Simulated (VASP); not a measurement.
# Ta (I4/mmm) in VASP: single point with r2SCAN

Aim: the single point of Ta with r2SCAN.

Everything below comes from runs of VASP 6.6.1. Logs are shortened: lines on timing, memory, paths and dates and some standing lists are left out, and cuts for length are marked.

## Step 1: The cell of the first run

Symmetry: I4/mmm, No. 139, tetragonal system. The conventional cell has a = 3.709 Å, b = 3.709 Å, c = 2.623 Å, α = 90.00°, β = 90.00°, γ = 90.00°. Ta (site symmetry 4/mmm) has 10 Ta at 2.62 to 2.93 Å within 3.5 Å.

## Step 2: Single point, r2SCAN

POSCAR reads:

```
Ta
1.0
   -1.8547224367      1.8547224367      1.3112887627
    1.8547224367     -1.8547224367      1.3112887627
    1.8547224367      1.8547224367     -1.3112887627
Ta
1
Direct
    0.0000000000      0.0000000000      0.0000000000
```

INCAR.step1 reads:

```
SYSTEM = Ta
PREC     = Accurate       ! precision mode
ENCUT    = 520            ! plane-wave cutoff, eV
ISMEAR   = 0              ! smearing method
SIGMA    = 0.15           ! smearing width, eV
LREAL    = .False.        ! projectors in reciprocal space
LASPH    = .True.         ! aspherical terms in the spheres
NELM     = 80             ! most SCF steps
NBANDS   = 12             ! bands
GGA      = PE             ! functional
ALGO     = Normal         ! electronic algorithm
EDIFF    = 1E-4           ! SCF threshold, eV
LWAVE    = .True.         ! write WAVECAR
LCHARG   = .False.        ! write CHGCAR
```

INCAR.step2 reads:

```
SYSTEM = Ta
PREC     = Accurate       ! precision mode
ENCUT    = 520            ! plane-wave cutoff, eV
EDIFF    = 1E-6           ! SCF threshold, eV
ISMEAR   = 0              ! smearing method
SIGMA    = 0.15           ! smearing width, eV
LREAL    = .False.        ! projectors in reciprocal space
LASPH    = .True.         ! aspherical terms in the spheres
NELM     = 80             ! most SCF steps
ALGO     = Normal         ! electronic algorithm
ISIF     = 2              ! what is computed and relaxed
LWAVE    = .False.        ! write WAVECAR
LCHARG   = .True.         ! write CHGCAR
METAGGA  = R2SCAN         ! meta-GGA
LMIXTAU  = .True.       
LELF     = .True.         ! ELF
LVHAR    = .True.       
NBANDS   = 12             ! bands
ISTART   = 1
```

KPOINTS reads:

```
Automatic mesh
0
Gamma
  28 28 28
  0 0 0
```

Potentials or basis: VASP PAW PBE potentials, release 64 (Ta_pv).

Launch:

```
> cat potpaw_PBE.64/Ta_pv/POTCAR > POTCAR
> cp INCAR.step1 INCAR
> mpirun -np 1 vasp_std > vasp.out
> cp INCAR.step2 INCAR
> mpirun -np 1 vasp_std > vasp.out
```

OUTCAR:

```text
SYSTEM = Ta
   PREC = Accurate
   ENCUT = 520
   EDIFF = 1E-6
   ISMEAR = 0
   LREAL = .False.
   LASPH = .True.
   NELM = 80
   ISIF = 2
   METAGGA = R2SCAN
   ISTART = 1

 ion  position               nearest neighbor table
   1  0.000  0.000  0.000-

  LATTYP: Found a body centered tetragonal cell.
 ALAT       =     3.7094448734
 C/A-ratio  =     0.7070000000

  Lattice vectors:

 A1 = (  -1.8547224367,   1.8547224367,   1.3112887627)
 A2 = (   1.8547224367,  -1.8547224367,   1.3112887627)
 A3 = (   1.8547224367,   1.8547224367,  -1.3112887627)

Analysis of symmetry for initial positions (statically):
=====================================================================
 Subroutine PRICEL returns:
 Original cell was already a primitive cell.

 Routine SETGRP: Setting up the symmetry group for a
 body centered tetragonal supercell.

 Subroutine GETGRP returns: Found 16 space group operations
 (whereof 16 operations were pure point group operations)
 out of a pool of 16 trial point group operations.

The static configuration has the point symmetry D_4h.

Analysis of symmetry for dynamics (positions and initial velocities):
=====================================================================
 Subroutine PRICEL returns:
 Original cell was already a primitive cell.

 Routine SETGRP: Setting up the symmetry group for a
 body centered tetragonal supercell.

 Subroutine GETGRP returns: Found 16 space group operations
 (whereof 16 operations were pure point group operations)
 out of a pool of 16 trial point group operations.

The dynamic configuration has the point symmetry D_4h.

 Subroutine INISYM returns: Found 16 space group operations
 (whereof 16 operations are pure point group operations),
 and found     1 'primitive' translations

----------------------------------------------------------------------------------------

                                     Primitive cell

  volume of cell :      18.0433

  direct lattice vectors                    reciprocal lattice vectors
    -1.854722437  1.854722437  1.311288763     0.000000000  0.269582116  0.381304267
     1.854722437 -1.854722437  1.311288763     0.269582116  0.000000000  0.381304267
     1.854722437  1.854722437 -1.311288763     0.269582116  0.269582116  0.000000000

  length of vectors
     2.932485099  2.932485099  2.932485099     0.466976939  0.466976939  0.381246685

  position of ions in fractional coordinates (direct lattice)
     0.000000000  0.000000000  0.000000000

  ion indices of the primitive-cell ions
   primitive index   ion index
                 1           1

----------------------------------------------------------------------------------------

 KPOINTS: Automatic mesh

Automatic generation of k-mesh.
 Grid dimensions read from file:
 generate k-points for:   28   28   28

 Generating k-lattice:

  Cartesian coordinates                     Fractional coordinates (reciprocal lattice)
     0.000000000  0.009627933  0.013618010     0.035714286 -0.000000000  0.000000000
     0.009627933  0.000000000  0.013618010    -0.000000000  0.035714286  0.000000000
     0.009627933  0.009627933  0.000000000     0.000000000  0.000000000  0.035714286

  Length of vectors
     0.016677748  0.016677748  0.013615953

  Shift w.r.t. Gamma in fractional coordinates (k-lattice)
     0.000000000  0.000000000  0.000000000

 Subroutine IBZKPT returns following result:
 ===========================================

 Found   1639 irreducible k-points:

 Following reciprocal coordinates:
            Coordinates               Weight
  0.000000  0.000000  0.000000      1.000000
  0.035714  0.000000 -0.000000      8.000000
  0.071429  0.000000 -0.000000      8.000000
  0.107143  0.000000  0.000000      8.000000
  0.142857  0.000000 -0.000000      8.000000
  0.178571  0.000000  0.000000      8.000000
[... 16 lines left out ...]
  0.285714  0.035714 -0.000000     16.000000
  0.321429  0.035714 -0.000000     16.000000
 [... further k-points ...]
   k-points           NKPTS =   1639   k-points in BZ     NKDIM =   1639   number of bands    NBANDS=     12
   number of dos      NEDOS =    301   number of ions     NIONS =      1
   total plane-waves  NPLWV =  13824
   dimension x,y,z NGX =    24 NGY =   24 NGZ =   24
   dimension x,y,z NGXF=    48 NGYF=   48 NGZF=   48
   ions per type =               1
   NGX,Y,Z   is equivalent  to a cutoff of  13.61, 13.61, 13.61 a.u.
   NGXF,Y,Z  is equivalent  to a cutoff of  27.21, 27.21, 27.21 a.u.
 SYSTEM =  Ta
   PREC   = accura    normal or accurate (medium, high low for compatibility)
   ISTART =      1    job   : 0-new  1-cont  2-samecut
   ICHARG =      0    charge: 1-file 2-atom 10-const
   ISPIN  =      1    spin polarized calculation?
   LNONCOLLINEAR =      F non collinear calculations
   LSORBIT =      F    spin-orbit coupling
   LASPH  =      T    aspherical Exc in radial PAW
   ENCUT  =  520.0 eV  38.22 Ry    6.18 a.u.   5.45  5.45  5.45*2*pi/ulx,y,z
   NELM   =     80;   NELMIN=  2; NELMDL=  0     # of ELM steps
   EDIFF  = 0.1E-05   stopping-criterion for ELM
   LREAL  =      F    real-space projection
   EDIFFG = 0.1E-04   stopping-criterion for IOM
   NSW    =      0    number of steps for IOM
   IBRION =     -1    ionic relax: 0-MD 1-quasi-New 2-CG
   NFREE  =      0    steps in history (QN), initial steepest desc. (CG)
   ISIF   =      2    stress and relaxation
   ISYM   =      2    0-nonsym 1-usesym 2-fastsym
   POTIM  = 0.5000    time-step for ionic-motion
   TEBEG  =    0.0;   TEEND  =   0.0 temperature during run
   PSTRESS=    0.0 pullay stress
   NELECT =      11.0000    total number of electrons
   NUPDOWN=      -1.0000    fix difference up-down
   EMIN   =  10.00;   EMAX   =-10.00  energy-range for DOS
   EFERMI =   0.00;   METHOD = LEGACY
   ISMEAR =     0;   SIGMA  =   0.15  broadening in eV -4-tet -1-fermi 0-gaus
   EFERMI_NEDOS =   21; number of points for ismear=-14 and -15
   IALGO  =     38    algorithm
   IMIX   =      4    mixing-type and parameters
     AMIX     =   0.40;   BMIX     =  1.00
     AMIX_MAG =   1.60;   BMIX_MAG =  1.00
  volume/ion in A,a.u.               =      18.04       121.76
  Fermi-wavevector in a.u.,A,eV,Ry     =   1.388141  2.623207 26.217558  1.926936
  Thomas-Fermi vector in A             =   2.512296
   LORBIT       =      0    0 simple, 1 ext, 2 COOP (PROOUT), +10 PAW based schemes
   METAGGA = R2SCAN    functional components
   LHFCALC =     F    Hartree Fock is set to
   AEXX    =    0.0000 exact exchange contribution
   IVDW    =     0    specifies the selected vdW correction
   LEPSILON=     F    determine dielectric tensor
   LRPA    =     F    only Hartree local field effects (RPA)
 non-spin polarized calculation
 Gauss-broadening in eV      SIGMA  =   0.15
  energy-cutoff  :      520.00
  volume of cell :       18.04
 maximum number of plane-waves:       500
 NGX is ok and might be reduce to    24
   NGX = 11   NGY = 11   NGZ = 11

 number of electron      11.0000001 magnetization

 Free energy of the ion-electron system (eV)
  ---------------------------------------------------
  ext. energy  EPLUGINS =         0.00000000
  ---------------------------------------------------
  free energy    TOTEN  =       -48.15573588 eV

  energy without entropy =      -48.14164815  energy(sigma->0) =      -48.14869201

 E-fermi :   5.6562     XC(G=0): -13.6882

 val. band max:        5.6533749906   @ k =   0.5000   0.2857   0.0357
 cond. band min:       5.6576353786   @ k =  -0.2500   0.4643   0.2500
 fundamental gap:      0.0042603880
 Fermi energy:         5.6562260660

 k-point     1 :       0.0000    0.0000    0.0000
  band No.  band energies     occupation
      1     -28.9516      2.00000
      2     -28.9516      2.00000
      3     -28.3037      2.00000
      4      -2.9290      2.00000
      5       3.5798      2.00000
      6       5.3707      1.99290
      7       9.3398      0.00000
      8       9.3398      0.00000
      9      11.6054      0.00000
     10      17.8187      0.00000
     11      19.7555      0.00000
     12      19.7555      0.00000

 k-point     2 :       0.0357    0.0000   -0.0000
  band No.  band energies     occupation
      1     -28.9558      2.00000
      2     -28.9547      2.00000
      3     -28.3308      2.00000
      4      -2.8551      2.00000
      5       3.6129      2.00000
      6       5.4290      1.96781
      7       9.2368      0.00000
      8       9.2431      0.00000
      9      11.5493      0.00000
     10      17.8185      0.00000
     11      19.9344      0.00000
     12      19.9357      0.00000

 k-point     3 :       0.0714    0.0000   -0.0000
  band No.  band energies     occupation
      1     -28.9689      2.00000
      2     -28.9638      2.00000
      3     -28.4094      2.00000
      4      -2.6369      2.00000
      5       3.7071      2.00000
      6       5.5984      1.41450
      7       8.9534      0.00000
      8       8.9830      0.00000
      9      11.3993      0.00000
     10      17.8186      0.00000
     11      20.4228      0.00000
     12      20.4435      0.00000
[... 286 lines left out ...]
 k-point    23 :       0.2857    0.0357   -0.0000
  band No.  band energies     occupation
      1     -29.8363      2.00000
      2     -29.1051      2.00000
      3     -29.0201      2.00000
      4       0.7211      2.00000
      5       3.5742      2.00000
      6       5.8780      0.03657
      7       8.8769      0.00000
      8       9.6931      0.00000
      9      10.7912      0.00000
     10      17.8181      0.00000
     11      18.9732      0.00000
     12      24.4518      0.00000

 k-point    24 :       0.3214    0.0357   -0.0000
  band No.  band energies     occupation
      1     -30.0142      2.00000
      2     -29.1297      2.00000
      3     -29.0431      2.00000
      4       0.9694      2.00000
      5       3.3005      2.00000
      6       6.1761      0.00000
      7       9.5133      0.00000
      8       9.5834      0.00000
      9      11.6931      0.00000
     10      17.8175      0.00000
     11      18.3267      0.00000
     12      23.5082      0.00000

 [... further k-points ...]

------------------------ aborting loop because EDIFF is reached ----------------------------------------

  FORCE on cell =-STRESS in cart. coord.  units (eV):
  Direction    XX          YY          ZZ          XY          YZ          ZX
  --------------------------------------------------------------------------------------
  -------------------------------------------------------------------------------------
  Total        0.1177129      0.1177129      2.6412288      0.0000000      0.0000000      0.0000000
  in kB       10.4524570     10.4524570    234.5310951      0.0000000      0.0000000      0.0000000
  external PRESSURE =      85.1453363 kB  Pullay stress =       0.0000000 kB

 VOLUME and BASIS-vectors are now :
 -----------------------------------------------------------------------------
  energy-cutoff  :      520.00
  volume of cell :       18.04
      direct lattice vectors                 reciprocal lattice vectors
    -1.854722437  1.854722437  1.311288763     0.000000000  0.269582116  0.381304267
     1.854722437 -1.854722437  1.311288763     0.269582116  0.000000000  0.381304267
     1.854722437  1.854722437 -1.311288763     0.269582116  0.269582116  0.000000000

 POSITION                                       TOTAL-FORCE (eV/Angst)
 -----------------------------------------------------------------------------------
      0.00000      0.00000      0.00000        -0.000000     -0.000000      0.000000
 -----------------------------------------------------------------------------------
    total drift:                               -0.000000      0.000000      0.000000

  FREE ENERGIE OF THE ION-ELECTRON SYSTEM (eV)
  ---------------------------------------------------
  free  energy   TOTEN  =       -48.1557358766 eV

  energy  without entropy=      -48.1416481519  energy(sigma->0) =      -48.14869201
```

It took 40 min on 1 thread of Oxide Virtual Turin-like, shared host; peak memory 0.4 GiB.

What came out:

```
Free energy            : -48.1557 eV
Pressure               : 8.5 GPa
Band gap on the k mesh : zero (an odd number of electrons rules out a gap without spin polarisation)
```

Caveat: the stress differs along the axes, from 1 to 23 GPa; the PAW data sets were made with another functional, which shifts forces and pressure a little; spin-orbit coupling is left out, which moves the levels of the heavy elements.
